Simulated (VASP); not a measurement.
Li8H7F:

```
H F Li
1.0
     7.96657    0.00000    0.00000
     0.00000    7.96657    0.00000
     0.00000    0.00000    7.96657
H F Li
28 4 32
Direct
  0.24454 0.00135 0.00414
  0.25089 0.99987 0.50594
  0.25197 0.50345 0.00076
  0.25299 0.49871 0.49344
  0.74532 0.99679 0.00280
  0.75270 0.99754 0.50245
  0.74509 0.49957 0.00383
  0.99935 0.24785 0.99977
  0.99979 0.24459 0.49644
  0.00344 0.74631 0.00022
  0.99384 0.75188 0.50122
  0.50233 0.24876 0.00341
  0.49899 0.74776 0.00222
  0.50198 0.75309 0.49784
  0.99959 0.99730 0.25483
  0.99931 0.00052 0.75075
  0.00027 0.49638 0.25012
  0.99397 0.49897 0.74364
  0.49650 0.99778 0.24938
  0.49820 0.00218 0.75234
  0.49727 0.49651 0.25070
  0.50112 0.50046 0.74027
  0.25075 0.74792 0.25161
  0.25295 0.74611 0.74822
  0.74888 0.25141 0.24762
  0.74663 0.24982 0.74562
  0.74719 0.75062 0.25600
  0.75045 0.75311 0.75188
  0.75101 0.49839 0.50043
  0.50307 0.24923 0.50098
  0.24993 0.24894 0.24974
  0.24915 0.25230 0.75003
  0.00100 0.99926 0.99984
  0.99974 0.00509 0.49983
  0.99651 0.50294 0.99883
  0.00678 0.50244 0.49909
  0.50114 0.00405 0.00226
  0.50447 0.00189 0.50094
  0.49860 0.49913 0.99825
  0.50087 0.49825 0.49603
  0.25079 0.25136 0.99533
  0.24570 0.24693 0.49497
  0.25383 0.75137 0.99805
  0.24940 0.75215 0.49944
  0.74946 0.25209 0.99856
  0.74938 0.25064 0.50728
  0.74667 0.75041 0.00201
  0.75311 0.74870 0.49941
  0.24913 0.99934 0.24904
  0.25324 0.99989 0.75065
  0.25120 0.49695 0.24489
  0.24889 0.49949 0.74766
  0.74842 0.99920 0.24822
  0.74855 0.99910 0.75251
  0.74838 0.49617 0.24973
  0.74714 0.50757 0.74932
  0.00249 0.25096 0.24782
  0.99714 0.25307 0.74630
  0.00040 0.75088 0.25262
  0.99725 0.75148 0.74225
  0.49989 0.24995 0.25082
  0.49828 0.24458 0.75068
  0.49950 0.75045 0.24788
  0.50135 0.74657 0.74986
```

```yaml
Program: VASP 6.6.1
Task: relaxation of volume and atoms at fixed shape
Functional: PBEsol
Potentials_or_basis: VASP PAW PBE potentials, release 64 (H, F, Li_sv)
Cutoff: 880 eV
k_mesh: 1 × 1 × 1, shifted
Occupations: fermi-dirac, width 0.05 eV
Spin: no spin polarisation
```

At the start: pressure 0.3 GPa; volume 7.90 Å³/atom.

Task: Where does the relaxation end?

Result: Over 8 steps the energy falls by 2.8 meV/atom and the volume is 7.97 Å³/atom (+0.9 %); space group P1 (No. 1, to 0.1 Å) before, Pm (No. 6, to 0.1 Å).

The path:
| step | energy change (eV) | largest force (eV/Å) | pressure (GPa) | volume (Å³) |
| --- | --- | --- | --- | --- |
| 1 | 0.0000 | 0.2808 | 0.30 | 505.61 |
| 2 | -0.0540 | 0.2234 | 0.20 | 506.68 |
| 3 | -0.1394 | 0.1049 | -0.03 | 509.70 |
| 4 | -0.1453 | 0.1498 | -0.10 | 510.76 |
| 5 | -0.1639 | 0.0996 | -0.07 | 510.56 |
| 6 | -0.1737 | 0.0579 | -0.04 | 510.26 |
| 7 | -0.1738 | 0.0571 | -0.04 | 510.28 |
| 8 | -0.1768 | 0.0292 | 0.02 | 509.94 |

Final structure:
```
H F Li
1.0
     7.98925    0.00000    0.00000
     0.00000    7.98925    0.00000
     0.00000    0.00000    7.98925
H F Li
28 4 32
Direct
  0.24926 0.99805 0.99946
  0.24923 0.99682 0.50014
  0.24929 0.50120 0.99854
  0.24912 0.50242 0.49865
  0.74981 0.99916 0.00104
  0.75086 0.99917 0.50032
  0.74929 0.50069 0.99975
  0.99800 0.25022 0.99850
  0.99893 0.24901 0.49949
  0.99937 0.75004 0.99975
  0.00120 0.75094 0.49931
  0.50040 0.24983 0.99928
  0.49954 0.74971 0.99999
  0.50013 0.75080 0.49958
  0.99842 0.99831 0.24959
  0.99848 0.99886 0.75084
  0.99946 0.50005 0.24819
  0.99968 0.50124 0.74985
  0.50031 0.99817 0.24925
  0.50014 0.99809 0.75186
  0.49978 0.50114 0.24749
  0.50014 0.50249 0.75045
  0.24960 0.74974 0.24942
  0.24971 0.74987 0.74958
  0.75035 0.24805 0.24806
  0.75022 0.24940 0.75176
  0.74951 0.75006 0.24934
  0.74944 0.75116 0.75135
  0.74886 0.49947 0.49899
  0.49933 0.25003 0.49928
  0.24975 0.24898 0.24947
  0.25006 0.24990 0.74835
  0.99835 0.99881 0.99998
  0.99867 0.99806 0.50045
  0.99831 0.50142 0.99876
  0.99832 0.50065 0.49900
  0.50034 0.99848 0.00014
  0.50066 0.99947 0.50025
  0.50100 0.50081 0.99971
  0.50096 0.50005 0.49921
  0.24982 0.25002 0.99974
  0.25081 0.24958 0.49965
  0.24980 0.74955 0.99977
  0.25036 0.74985 0.49943
  0.74921 0.24964 0.99992
  0.74956 0.25065 0.49976
  0.74939 0.75001 0.00033
  0.74951 0.74920 0.49981
  0.24927 0.99984 0.24982
  0.24926 0.00020 0.75055
  0.24979 0.49945 0.24874
  0.24920 0.50000 0.74946
  0.75068 0.99945 0.24949
  0.75007 0.99939 0.75101
  0.74990 0.50022 0.24975
  0.74990 0.50096 0.74934
  0.00054 0.24876 0.24882
  0.00080 0.24953 0.75050
  0.00017 0.75024 0.24956
  0.00061 0.75069 0.75046
  0.49853 0.24858 0.24946
  0.49801 0.25011 0.74934
  0.49934 0.75040 0.24909
  0.49939 0.75068 0.75075
```

Caveat: the PAW data sets were made with another functional, which shifts forces and pressure a little.
